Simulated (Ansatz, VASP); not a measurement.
**Two plane-wave programs on SbMo3**

```xyz
8
Lattice="5.6582 0.0000 0.0000 -2.8291 4.9001 0.0000 0.0000 0.0000 4.8642" Properties=species:S:1:pos:R:3 pbc="T T T"
Sb    0.0000    3.2667    1.2160
Sb    2.8291    1.6334    3.6481
Mo    2.8291    3.2987    1.2160
Mo   -1.4422    4.0994    3.6481
Mo    1.3868    0.8007    1.2160
Mo    0.0000    1.6014    3.6481
Mo    4.2713    0.8007    1.2160
Mo    1.4422    4.0994    3.6481
```

Alike in both runs: functional PBE; k mesh 12 × 12 × 8; occupations gaussian, width 0.1 eV; no spin polarisation.

Ansatz relaxed the structure, and its values are those at the end. VASP's run is a single point on that final structure, the one shown.

|  | VASP | Ansatz |
| --- | --- | --- |
| version | VASP 6.6.1 | Ansatz 0.2.0 |
| potentials or method | VASP PAW PBE potentials, release 64 (Sb, Mo_sv), cutoff 520 eV | scalar-relativistic, plane waves, PAW |
| valence electrons in the cell | 94 | 114 |

```tsv
	VASP	Ansatz	Ansatz less VASP
gap on the k mesh at the Fermi level (eV)	none	none	-
pressure (GPa)	0.2	0.0	-0.26
```

A gap of «none» marks a metal or a gap that the smearing closes. With one functional, cell and mesh, what is left measures potentials, basis and numerics. VASP's potentials hold 94 valence electrons a cell and Ansatz's 114, so a difference there can come from the potentials and not from the codes.

Neither program's run includes spin-orbit coupling.
